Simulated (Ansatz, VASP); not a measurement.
# Al4O: VASP beside Ansatz

```
CELL_PARAMETERS angstrom
1.34229 -2.44708 0.00000
1.34229 2.44708 0.00000
0.00000 0.00000 12.26133
ATOMIC_POSITIONS crystal
Al 0.00000 0.00000 0.37585
Al 0.00000 0.00000 0.62415
Al 0.00000 0.00000 0.87912
Al 0.00000 0.00000 0.12088
O 0.50000 0.50000 0.00000
```

Alike in both runs: functional PBE; k mesh 4 × 4 × 4; occupations gaussian, width 0.1 eV; collinear spin.

Ansatz relaxed the structure, and its values are those at the end. VASP's run is a single point on that final structure, the one shown.

|  | VASP | Ansatz |
| --- | --- | --- |
| version | VASP 6.6.1 | Ansatz 0.2.0 |
| potentials or method | VASP PAW PBE potentials, release 64 (Al, O), cutoff 520 eV | scalar-relativistic, plane waves, PAW |
| valence electrons in the cell | 18 | 18 |

|  | VASP | Ansatz | Ansatz less VASP |
| --- | --- | --- | --- |
| gap on the k mesh at the Fermi level (eV) | none | none | - |
| pressure (GPa) | 0.0 | 0.1 | +0.07 |
| rms of the force components (eV/Å) | 0.018 | 0.015 | -0.0025 |
| net moment per atom (μB) | 0.00 | 0.00 | 0.000 |

A gap of «none» marks a metal or a gap that the smearing closes. With one functional, cell and mesh, what is left measures potentials, basis and numerics. Ansatz's warnings: seeded moment not kept.

The k mesh is coarse, so the values compare programs but aren't converged.
